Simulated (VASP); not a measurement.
# Ca (Fm-3m) in VASP: further runs

Ca is run at these levels: PBEsol; tasks: single point, relaxation of cell and atoms.

Program: VASP 6.6.1. These are calculated values, not measurements. Logs are shortened: lines on timing, memory, paths and dates and some standing lists are left out, and cuts for length are marked.

## (1) The cell of the first run

It takes space group Fm-3m (No. 225, cubic). Conventional cell: a = 5.457 Å, b = 5.457 Å, c = 5.457 Å, α = 90.00°, β = 90.00°, γ = 90.00°. Within 5.1 Å of Ca (site symmetry m-3m) lie 12 Ca at 3.86 Å.

## (2) Single point, PBEsol

File INCAR:

```
PREC = Accurate ; ENCUT = 500
EDIFF = 1E-6 ; ISMEAR = -1
SIGMA = 0.1 ; LREAL = False
LASPH = True ; NELM = 120
ALGO = Normal ; ISIF = 2
LWAVE = False ; LCHARG = True
GGA = PS ; LELF = True
LVHAR = True ; NBANDS = 11
GGA_COMPAT = False
```

File KPOINTS:

```
Automatic mesh
0
Gamma
  7 7 7
```

File POSCAR:

```
Ca
1.0
    0.0000000000      2.7286036571      2.7286036571
    2.7286036571      0.0000000000      2.7286036571
    2.7286036571      2.7286036571      0.0000000000
Ca
1
Direct
    0.0000000000      0.0000000000      0.0000000000
```

Potentials or basis: VASP PAW PBE potentials, release 64 (Ca_sv).

Started as:

```sh
cat potpaw_PBE.64/Ca_sv/POTCAR > POTCAR
mpirun -np 1 vasp_std > vasp.out
```

OUTCAR:

```text
PREC = Accurate
   ENCUT = 500
   EDIFF = 1E-6
   ISMEAR = -1
   LREAL = False
   LASPH = True
   NELM = 120
   ISIF = 2
   GGA = PS

 ion  position               nearest neighbor table
   1  0.000  0.000  0.000-

  LATTYP: Found a face centered cubic cell.
 ALAT       =     5.4572073142

  Lattice vectors:

 A1 = (   0.0000000000,   2.7286036571,   2.7286036571)
 A2 = (   2.7286036571,   0.0000000000,   2.7286036571)
 A3 = (   2.7286036571,   2.7286036571,   0.0000000000)

Analysis of symmetry for initial positions (statically):
=====================================================================
 Subroutine PRICEL returns:
 Original cell was already a primitive cell.

 Routine SETGRP: Setting up the symmetry group for a
 face centered cubic supercell.

 Subroutine GETGRP returns: Found 48 space group operations
 (whereof 48 operations were pure point group operations)
 out of a pool of 48 trial point group operations.

The static configuration has the point symmetry O_h .

Analysis of symmetry for dynamics (positions and initial velocities):
=====================================================================
 Subroutine PRICEL returns:
 Original cell was already a primitive cell.

 Routine SETGRP: Setting up the symmetry group for a
 face centered cubic supercell.

 Subroutine GETGRP returns: Found 48 space group operations
 (whereof 48 operations were pure point group operations)
 out of a pool of 48 trial point group operations.

The dynamic configuration has the point symmetry O_h .

 Subroutine INISYM returns: Found 48 space group operations
 (whereof 48 operations are pure point group operations),
 and found     1 'primitive' translations

----------------------------------------------------------------------------------------

                                     Primitive cell

  volume of cell :      40.6304

  direct lattice vectors                    reciprocal lattice vectors
     0.000000000  2.728603657  2.728603657    -0.183243909  0.183243909  0.183243909
     2.728603657  0.000000000  2.728603657     0.183243909 -0.183243909  0.183243909
     2.728603657  2.728603657  0.000000000     0.183243909  0.183243909 -0.183243909

  length of vectors
     3.858828298  3.858828298  3.858828298     0.317387760  0.317387760  0.317387760

  position of ions in fractional coordinates (direct lattice)
     0.000000000  0.000000000  0.000000000
[... 75 lines left out ...]
   IBRION =     -1    ionic relax: 0-MD 1-quasi-New 2-CG
   NFREE  =      0    steps in history (QN), initial steepest desc. (CG)
   ISIF   =      2    stress and relaxation
   ISYM   =      2    0-nonsym 1-usesym 2-fastsym
   POTIM  = 0.5000    time-step for ionic-motion
   TEBEG  =    0.0;   TEEND  =   0.0 temperature during run
   PSTRESS=    0.0 pullay stress
   NELECT =      10.0000    total number of electrons
   NUPDOWN=      -1.0000    fix difference up-down
   EMIN   =  10.00;   EMAX   =-10.00  energy-range for DOS
   EFERMI =   0.00;   METHOD = LEGACY
   ISMEAR =    -1;   SIGMA  =   0.10  broadening in eV -4-tet -1-fermi 0-gaus
   EFERMI_NEDOS =   21; number of points for ismear=-14 and -15
   IALGO  =     38    algorithm
   IMIX   =      4    mixing-type and parameters
     AMIX     =   0.40;   BMIX     =  1.00
     AMIX_MAG =   1.60;   BMIX_MAG =  1.00
  volume/ion in A,a.u.               =      40.63       274.19
  Fermi-wavevector in a.u.,A,eV,Ry     =   1.025946  1.938756 14.321011  1.052565
  Thomas-Fermi vector in A             =   2.159813
   LORBIT       =      0    0 simple, 1 ext, 2 COOP (PROOUT), +10 PAW based schemes
   GGA     = PS    functional components
   LHFCALC =     F    Hartree Fock is set to
   AEXX    =    0.0000 exact exchange contribution
   IVDW    =     0    specifies the selected vdW correction
   LEPSILON=     F    determine dielectric tensor
   LRPA    =     F    only Hartree local field effects (RPA)
 non-spin polarized calculation
  energy-cutoff  :      500.00
  volume of cell :       40.63
 maximum number of plane-waves:      1041
   NGX = 13   NGY = 13   NGZ = 13

 number of electron      10.0000000 magnetization

 number of electron       9.9999997 magnetization

 Free energy of the ion-electron system (eV)
  ---------------------------------------------------
  ext. energy  EPLUGINS =         0.00000000
  ---------------------------------------------------
  free energy    TOTEN  =        -2.15866963 eV

  energy without entropy =       -2.11976953  energy(sigma->0) =       -2.13921958

 E-fermi :   2.0494     XC(G=0):  -7.9313

 val. band max:        2.0094310458   @ k =  -0.4286   0.1429   0.0000
 cond. band min:       2.1255733947   @ k =  -0.2857   0.4286   0.1429
 fundamental gap:      0.1161423489
 Fermi energy:         2.0494396064

 k-point     1 :       0.0000    0.0000    0.0000
  band No.  band energies     occupation
      1     -39.7109      2.00000
      2     -20.6976      2.00000
      3     -20.6976      2.00000
      4     -20.6976      2.00000
      5      -2.0611      2.00000
      6       4.4176      0.00000
      7       4.4176      0.00000
      8       4.4176      0.00000
      9       5.5465      0.00000
     10       5.5465      0.00000
     11      11.3333      0.00000
[... 253 lines left out ...]
 k-point    20 :      -0.2857    0.4286    0.1429
  band No.  band energies     occupation
      1     -39.6892      2.00000
      2     -20.8100      2.00000
      3     -20.8002      2.00000
      4     -20.7501      2.00000
      5       2.1256      0.63671
      6       2.5971      0.00833
      7       2.8140      0.00096
      8       4.8981      0.00000
      9       6.2540      0.00000
     10       6.8684      0.00000
     11       7.5319      0.00000

------------------------ aborting loop because EDIFF is reached ----------------------------------------

  FORCE on cell =-STRESS in cart. coord.  units (eV):
  Direction    XX          YY          ZZ          XY          YZ          ZX
  --------------------------------------------------------------------------------------
  -------------------------------------------------------------------------------------
  Total       -0.0014089     -0.0014089     -0.0014089     -0.0000000     -0.0000000     -0.0000000
  in kB       -0.0555555     -0.0555555     -0.0555555     -0.0000000     -0.0000000     -0.0000000
  external PRESSURE =      -0.0555555 kB  Pullay stress =       0.0000000 kB

 VOLUME and BASIS-vectors are now :
 -----------------------------------------------------------------------------
  energy-cutoff  :      500.00
  volume of cell :       40.63
      direct lattice vectors                 reciprocal lattice vectors
     0.000000000  2.728603657  2.728603657    -0.183243909  0.183243909  0.183243909
     2.728603657  0.000000000  2.728603657     0.183243909 -0.183243909  0.183243909
     2.728603657  2.728603657  0.000000000     0.183243909  0.183243909 -0.183243909

 POSITION                                       TOTAL-FORCE (eV/Angst)
 -----------------------------------------------------------------------------------
      0.00000      0.00000      0.00000        -0.000000      0.000000     -0.000000
 -----------------------------------------------------------------------------------
    total drift:                               -0.000000     -0.000000     -0.000000

  FREE ENERGIE OF THE ION-ELECTRON SYSTEM (eV)
  ---------------------------------------------------
  free  energy   TOTEN  =        -2.1586696282 eV

  energy  without entropy=       -2.1197695286  energy(sigma->0) =       -2.13921958
```

OSZICAR:

```text
N       E                     dE             d eps       ncg     rms          rms(c)
DAV:   1     0.673189166680E+02    0.67319E+02   -0.48653E+03   448   0.804E+02
DAV:   2    -0.677070603722E+00   -0.67996E+02   -0.67336E+02   482   0.212E+02
DAV:   3    -0.210706745675E+01   -0.14300E+01   -0.14169E+01   642   0.306E+01
DAV:   4    -0.216896237558E+01   -0.61895E-01   -0.61741E-01   563   0.483E+00
DAV:   5    -0.216982247876E+01   -0.86010E-03   -0.86007E-03   603   0.518E-01    0.225E+00
DAV:   6    -0.216241506297E+01    0.74074E-02   -0.75980E-03   534   0.102E+00    0.135E+00
DAV:   7    -0.215881996023E+01    0.35951E-02   -0.14000E-02   490   0.143E+00    0.925E-02
DAV:   8    -0.215866539138E+01    0.15457E-03   -0.10627E-03   528   0.285E-01    0.173E-02
DAV:   9    -0.215866923115E+01   -0.38398E-05   -0.66796E-05   581   0.704E-02    0.400E-03
DAV:  10    -0.215866962824E+01   -0.39709E-06   -0.49752E-06   631   0.189E-02
   1 F= -.21586696E+01 E0= -.21392196E+01  d E =-.389001E-01
```

stdout:

```text
POSCAR found type information on POSCAR Ca
 POSCAR found :  1 types and       1 ions
 scaLAPACK will be used
 -----------------------------------------------------------------------------
|                                                                             |
|                                                                             |
|     You enforced a specific xc type in the INCAR file but a different       |
|     I HOPE YOU KNOW WHAT YOU ARE DOING!                                     |
|                                                                             |
 -----------------------------------------------------------------------------

 LDA part: xc-table for (Slater+PW92), standard interpolation
 POSCAR, INCAR and KPOINTS ok, starting setup
 FFT: planning ... GRIDC
 FFT: planning ... GRID_SOFT
 FFT: planning ... GRID
 WAVECAR not read
 entering main loop
```

It took 20 s on 1 thread of Intel Xeon 8259CL, shared host; peak memory 0.15 GiB.

Results:

```
Free energy            : -2.1587 eV
Pressure               : 0.0 GPa
Band gap on the k mesh : zero (band 5 reaches 2.13 eV, above the bottom of band 6 at 2.01 eV)
```

Levels at points of the mesh, in eV from the Fermi level:
| k point | band 1 | band 2 | band 3 | band 4 | band 5 | band 6 | band 7 | band 8 | band 9 | band 10 |
| --- | --- | --- | --- | --- | --- | --- | --- | --- | --- | --- |
| (0.00, 0.00, 0.00) | -41.76 | -22.75 | -22.75 | -22.75 | -4.11 | 2.37 | 2.37 | 2.37 | 3.50 | 3.50 |

Caveat: the PAW data sets were made with another functional, which shifts forces and pressure a little.

## (3) Single point, PBEsol

File INCAR:

```
SYSTEM = Ca
PREC = Accurate
ENCUT = 500
EDIFF = 1E-6
ISMEAR = -1
SIGMA = 0.1
LREAL = .FALSE.
LASPH = .TRUE.
NELM = 120
ALGO = Normal
ISIF = 2
LWAVE = .FALSE.
LCHARG = .FALSE.
GGA = PS
NBANDS = 11
GGA_COMPAT = .FALSE.
```

File KPOINTS:

```
Automatic mesh
0
G
  10 10 10
  0 0 0
```

POSCAR is that of step 2.

Potentials or basis: VASP PAW PBE potentials, release 64 (Ca_sv).

Started as:

```sh
cat potpaw_PBE.64/Ca_sv/POTCAR > POTCAR
mpirun -np 1 vasp_std > vasp.out
```

OUTCAR:

```text
SYSTEM = Ca
   PREC = Accurate
   ENCUT = 500
   EDIFF = 1E-6
   ISMEAR = -1
   LREAL = .FALSE.
   LASPH = .TRUE.
   NELM = 120
   ISIF = 2
   GGA = PS

 ion  position               nearest neighbor table
   1  0.000  0.000  0.000-

  LATTYP: Found a face centered cubic cell.
 ALAT       =     5.4572073142

  Lattice vectors:

 A1 = (   0.0000000000,   2.7286036571,   2.7286036571)
 A2 = (   2.7286036571,   0.0000000000,   2.7286036571)
 A3 = (   2.7286036571,   2.7286036571,   0.0000000000)

Analysis of symmetry for initial positions (statically):
=====================================================================
 Subroutine PRICEL returns:
 Original cell was already a primitive cell.

 Routine SETGRP: Setting up the symmetry group for a
 face centered cubic supercell.

 Subroutine GETGRP returns: Found 48 space group operations
 (whereof 48 operations were pure point group operations)
 out of a pool of 48 trial point group operations.

The static configuration has the point symmetry O_h .

Analysis of symmetry for dynamics (positions and initial velocities):
=====================================================================
 Subroutine PRICEL returns:
 Original cell was already a primitive cell.
[... 159 lines left out ...]
 fundamental gap:      0.0214170051
 Fermi energy:         2.0462136409

 k-point     1 :       0.0000    0.0000    0.0000
  band No.  band energies     occupation
      1     -39.7072      2.00000
      2     -20.6941      2.00000
      3     -20.6941      2.00000
      4     -20.6941      2.00000
      5      -2.0607      2.00000
      6       4.4196      0.00000
      7       4.4196      0.00000
      8       4.4196      0.00000
      9       5.5490      0.00000
     10       5.5490      0.00000
     11      11.3333      0.00000
[... 309 lines left out ...]
 k-point    24 :       0.4000    0.3000    0.0000
  band No.  band energies     occupation
      1     -39.6894      2.00000
      2     -20.8177      2.00000
      3     -20.7446      2.00000
      4     -20.7396      2.00000
      5       0.5208      2.00000
      6       2.8616      0.00057
      7       3.5591      0.00000
      8       5.4326      0.00000
      9       5.7557      0.00000
     10       6.2200      0.00000
     11       8.9151      0.00000

 [... further k-points ...]
[... 5 lines left out ...]
  --------------------------------------------------------------------------------------
  -------------------------------------------------------------------------------------
  Total       -0.0044143     -0.0044143     -0.0044143      0.0000000     -0.0000000      0.0000000
  in kB       -0.1740703     -0.1740703     -0.1740703      0.0000000     -0.0000000      0.0000000
  external PRESSURE =      -0.1740703 kB  Pullay stress =       0.0000000 kB

 VOLUME and BASIS-vectors are now :
 -----------------------------------------------------------------------------
  energy-cutoff  :      500.00
  volume of cell :       40.63
      direct lattice vectors                 reciprocal lattice vectors
     0.000000000  2.728603657  2.728603657    -0.183243909  0.183243909  0.183243909
     2.728603657  0.000000000  2.728603657     0.183243909 -0.183243909  0.183243909
     2.728603657  2.728603657  0.000000000     0.183243909  0.183243909 -0.183243909

 POSITION                                       TOTAL-FORCE (eV/Angst)
 -----------------------------------------------------------------------------------
      0.00000      0.00000      0.00000         0.000000      0.000000      0.000000
 -----------------------------------------------------------------------------------
    total drift:                               -0.000000     -0.000000     -0.000000

  FREE ENERGIE OF THE ION-ELECTRON SYSTEM (eV)
  ---------------------------------------------------
  free  energy   TOTEN  =        -2.1554947818 eV

  energy  without entropy=       -2.1161972791  energy(sigma->0) =       -2.13584603
```

Run time: 29 s. Hardware: 1 thread of Intel Xeon 8259CL, shared host; peak memory 0.16 GiB.

What came out:

```
Free energy            : -2.1555 eV
Pressure               : 0.0 GPa
Band gap on the k mesh : zero (band 5 reaches 2.13 eV, above the bottom of band 6 at 1.92 eV)
```

Levels at points of the mesh, in eV from the Fermi level:
| k point | band 3 | band 4 | band 5 | band 6 | band 7 | band 8 |
| --- | --- | --- | --- | --- | --- | --- |
| (0.00, 0.00, 0.00) | -22.74 | -22.74 | -4.11 | 2.37 | 2.37 | 2.37 |
| (0.50, 0.00, 0.00) | -22.76 | -22.76 | -1.02 | -0.13 | 2.25 | 2.25 |
| (0.50, 0.50, 0.00) | -22.80 | -22.80 | -0.50 | 0.54 | 1.03 | 4.22 |

Caveat: the PAW data sets were made with another functional, which shifts forces and pressure a little.

## (4) Relaxation of cell and atoms, PBEsol

This run uses another cell than the first one, of 43.63 Å³/atom, 1.074 times its volume.

File INCAR:

```
SYSTEM = Ca
ALGO = Normal
EDIFF = 1E-7
EDIFFG = -0.01
ENCUT = 500
GGA = PS
GGA_COMPAT = .False.
IBRION = 2
ISIF = 3
ISMEAR = -1
LASPH = .True.
LCHARG = .False.
LREAL = .False.
LWAVE = .False.
NELM = 120
NELMIN = 4
NSW = 60
PREC = Accurate
SIGMA = 0.1
```

File KPOINTS:

```
k-points
0
Gamma
  7 7 7
  0 0 0
```

File POSCAR:

```
Ca
1.0
    0.0000000000      2.7942000000      2.7942000000
    2.7942000000      0.0000000000      2.7942000000
    2.7942000000      2.7942000000      0.0000000000
Ca
1
Direct
    0.0000000000      0.0000000000      0.0000000000
```

Started as:

```sh
cat potpaw_PBE.64/Ca_sv/POTCAR > POTCAR
mpirun -np 1 vasp_std > vasp.out
```

It took 58 s on 1 thread of Intel Xeon 8259CL, shared host; peak memory 0.17 GiB.

The run converged. Its results:

```yaml
Free_energy: -2.1593 eV
Relaxed_volume: 40.72 Å³/atom
Relaxed_cell: a = 3.862 Å, b = 3.862 Å, c = 3.862 Å, α = 60.00°, β = 60.00°, γ = 60.00°
Space_group_after_relaxing_to_0.05_Å: Fm-3m (No. 225)
Energy_gained_by_relaxing: 11.2 meV/atom
Ionic_steps: 3
Pressure_after_relaxing: 0.0 GPa
Band_gap_on_the_k_mesh: zero (band 5 reaches 2.12 eV, above the bottom of band 6 at 2.00 eV)
```

The path:
| step | energy change (eV) | largest force (eV/Å) | pressure (GPa) | volume (Å³) |
| --- | --- | --- | --- | --- |
| 1 | 0.0000 | 0.0000 | -1.14 | 43.63 |
| 2 | -0.0097 | 0.0000 | -0.44 | 41.69 |
| 3 | -0.0112 | 0.0000 | -0.03 | 40.72 |

Final structure:
```
CELL_PARAMETERS angstrom
0.00000 2.73064 2.73064
2.73064 0.00000 2.73064
2.73064 2.73064 0.00000
ATOMIC_POSITIONS crystal
Ca 0.00000 0.00000 0.00000
```

Levels at points of the mesh, in eV from the Fermi level:
```
           k point  band 3  band 4  band 5  band 6  band 7  band 8
(0.00, 0.00, 0.00)  -22.75  -22.75   -4.11    2.37    2.37    2.37
```

Caveat: the PAW data sets were made with another functional, which shifts forces and pressure a little.

## (5) The runs side by side

| task | cell | k mesh | gap on the mesh (eV) | pressure (GPa) |
| --- | --- | --- | --- | --- |
| single point | a = 3.859 Å, angles 60.0°, 1 atom | 7 × 7 × 7 | none | 0.0 |
| single point | a = 3.859 Å, angles 60.0°, 1 atom | 10 × 10 × 10 | none | 0.0 |
| relaxation of cell and atoms | relaxed from a = 3.952 Å, angles 60.0°, 1 atom | 7 × 7 × 7 | none | 0.0 |

Alike in all rows: level PBEsol; potentials or basis VASP PAW PBE potentials, release 64 (Ca_sv); no spin polarisation; cutoff (eV) 500; smearing fermi-dirac 0.1 eV.

Caveats: the PAW data sets were made with another functional, which shifts forces and pressure a little.

Total energies depend on the potentials used, so only differences within one code and one set of settings carry meaning.
